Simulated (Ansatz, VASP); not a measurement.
Two plane-wave programs on Te

POSCAR

```
Te
1.0
    4.4540000000      0.0000000000      0.0000000000
   -2.2270000000      3.8572771485      0.0000000000
    0.0000000000      0.0000000000      5.9240000000
Te
3
Direct
    0.7310000000      0.7310000000      0.0000000000
    0.0000000000      0.2690000000      0.6666666667
    0.2690000000      0.0000000000      0.3333333333
```

INCAR.step1

```
PREC = Accurate
ENCUT = 520
EDIFF = 1E-5
ISMEAR = -1
SIGMA = 0.05
LREAL = False
LASPH = True
NELM = 100
ALGO = Normal
ISIF = 2
LWAVE = True
LCHARG = False
NBANDS = 16
GGA = PE
```

INCAR.step2

```
PREC = Accurate
ENCUT = 520
EDIFF = 1E-6
ISMEAR = -1
SIGMA = 0.05
LREAL = False
LASPH = True
NELM = 100
ALGO = Normal
ISIF = 2
LWAVE = False
LCHARG = False
GGA = PE
LHFCALC = True
AEXX = 0.25
HFSCREEN = 0.1
PRECFOCK = Normal
NBANDS = 16
ISTART = 1
```

Contents of KPOINTS:

```
Automatic mesh
0
Gamma
  4 4 3
```

The input input.yaml:

```yaml
crystal:
  lattice:
    - [4.454, 0.0, 0.0]
    - [-2.227, 3.8572771485, 0.0]
    - [0.0, 0.0, 5.924]
  atoms:
    - { symbol: Te, position: [0.731, 0.731, 0.0] }
    - { symbol: Te, position: [0.0, 0.269, 0.6666666667] }
    - { symbol: Te, position: [0.269, 0.0, 0.3333333333] }
hamiltonian:
  xc: { exchange: pbe, correlation: pbe, exx: { coeff: 0.25, omega: 0.1 } }
  pseudopotentials: { kind: paw }
kpoints:
  mp_grid: { grid: [4, 4, 3] }
scf:
  occupations: { method: fermi_dirac, width: 0.05 }
output:
  forces: true
  stress: true
  eigenvalues: true
  write_density: true
  write_potential: true
  elf: true
  volumetric_format: npy
```

Alike in both runs: task single point; functional PBE-based screened hybrid; k mesh 4 × 4 × 3; occupations fermi-dirac, width 0.05 eV; no spin polarisation.

```csv
,VASP,Ansatz
version,VASP 6.6.1,Ansatz 0.2.0
potentials or method,"VASP PAW PBE potentials, release 64 (Te)",Ansatz PAW
plane-wave cutoff (eV),520,420
valence electrons in the cell,18,48
```

VASP gave:

- gap on the k mesh at the Fermi level (eV): 1.53
- least direct gap on the mesh (eV): 1.73
- pressure (GPa): -0.9
- traceless stress, the component that is largest in VASP (GPa): -0.90
- rms of the force components (eV/Å): 0.228

Question: What did Ansatz give for the same quantities?

Answer: gap on the k mesh at the Fermi level (eV): 1.52; least direct gap on the mesh (eV): 1.73; pressure (GPa): -0.3; traceless stress, the component that is largest in VASP (GPa): -0.77; rms of the force components (eV/Å): 0.218.

VASP's potentials were made for PBE, not for PBE-based screened hybrid. Atom by atom the forces differ by 0.010 eV/Å (rms over components). VASP's potentials hold 18 valence electrons a cell and Ansatz's 48, so a difference there can come from the potentials and not from the codes.

Neither program's run includes spin-orbit coupling. Noted on Ansatz's run: odd divisions of the mesh miss points on the zone boundary, where band edges often lie, so the gap on the mesh can be too wide.
